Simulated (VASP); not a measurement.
Wanted: the native input for a VASP 6.6.1 run.

```yaml
Task: single point
Functional: PBEsol
Potentials_or_basis: VASP PAW PBE potentials, release 64 (Na_pv, Cl)
Cutoff: 500 eV
k_mesh: 8 × 8 × 8
Occupations: gaussian, width 0.01 eV
Spin: no spin polarisation
Dipole_correction: no
Further_INCAR_settings: ALGO = Normal; EDIFF = 1e-06; NBANDS = 14
```

The structure of NaCl lies in POSCAR:

```
NaCl
1.0
    2.8009524961      2.8009524961      0.0000000000
   -2.8009524961      2.8009524961      0.0000000000
    0.0000000000      2.8009524961      2.8009524961
Na Cl
1 1
Direct
    0.0000000000      0.0000000000      0.0000000000
    0.5000000000      0.5000000000      0.0000000000
```

One way to write it, as run:

INCAR

```
ALGO = Normal ; EDIFF = 1E-6
ENCUT = 500 ; GGA = PS
GGA_COMPAT = F ; ISIF = 2
ISMEAR = 0 ; LASPH = T
LCHARG = T ; LELF = T
LREAL = F ; LVHAR = T
LWAVE = F ; NBANDS = 14
NELM = 120 ; PREC = Accurate
SIGMA = 0.01
```

KPOINTS

```
k-points
0
Gamma
  8 8 8
```

Potentials or basis: VASP PAW PBE potentials, release 64 (Na_pv, Cl).

Command:

```bash
$ cat potpaw_PBE.64/Na_pv/POTCAR potpaw_PBE.64/Cl/POTCAR > POTCAR
$ mpirun -np 1 vasp_std > vasp.out
```

It gave:

```
Pressure               : 0.0 GPa
Band gap on the k mesh : 5.01 eV
```

Caveat: the PAW data sets were made with another functional, which shifts forces and pressure a little.

It took 15 s on 1 thread of AMD EPYC 7R43 64-Core Processor (Zen 3) (shared host), peak memory 0.13 GiB.
